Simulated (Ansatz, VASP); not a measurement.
## MgO in VASP and in Ansatz

File INCAR:

```
SYSTEM = MgO
  ALGO = Normal
  EDIFF = 1E-6
  ENCUT = 520
  GGA = PE
  ISIF = 2
  ISMEAR = 0
  LASPH = .TRUE.
  LCHARG = .FALSE.
  LREAL = .FALSE.
  LWAVE = .FALSE.
  NBANDS = 11
  NELM = 80
  PREC = Accurate
  SIGMA = 0.05
```

File KPOINTS:

```
k-points
0
G
  14 14 14
  0 0 0
```

Contents of POSCAR:

```
MgO
1.0
    2.4279816748      0.0000000000      0.0000000000
    0.0000000000      2.4279816748      0.0000000000
    0.0000000000      0.0000000000      2.4279816748
Mg O
1 1
Direct
    0.0000000000      0.0000000000      0.0000000000
    0.5000000000      0.5000000000      0.5000000000
```

Input for Ansatz:

```yaml
crystal:
  lattice:
    - [2.4279816748, 0.0, 0.0]
    - [0.0, 2.4279816748, 0.0]
    - [0.0, 0.0, 2.4279816748]
  atoms:
    - { symbol: Mg, position: [0.0, 0.0, 0.0] }
    - { symbol: O, position: [0.5, 0.5, 0.5] }
basis:
  ecutwfc: 420
  ecutrho_ratio: 4
kpoints:
  mp_grid: { grid: [14, 14, 14] }
hamiltonian:
  xc: pbe
scf:
  occupations: { method: gaussian, width: 0.05 }
output:
  forces: true
  stress: true
  eigenvalues: true
```

Alike in both runs: task single point; functional PBE; k mesh 14 × 14 × 14; occupations gaussian, width 0.05 eV; no spin polarisation.

|  | VASP | Ansatz |
| --- | --- | --- |
| version | VASP 6.6.1 | Ansatz 0.2.0 |
| potentials or method | VASP PAW PBE potentials, release 64 (Mg, O), cutoff 520 eV | scalar-relativistic, plane waves, PAW |
| valence electrons in the cell | 8 | 16 |

```tsv
	VASP	Ansatz	Ansatz less VASP
gap on the k mesh at the Fermi level (eV)	5.20	5.20	0.000
least direct gap on the mesh (eV)	5.86	5.88	+0.021
```

With one functional, cell and mesh, what is left measures potentials, basis and numerics. VASP's potentials hold 8 valence electrons a cell and Ansatz's 16, so a difference there can come from the potentials and not from the codes.
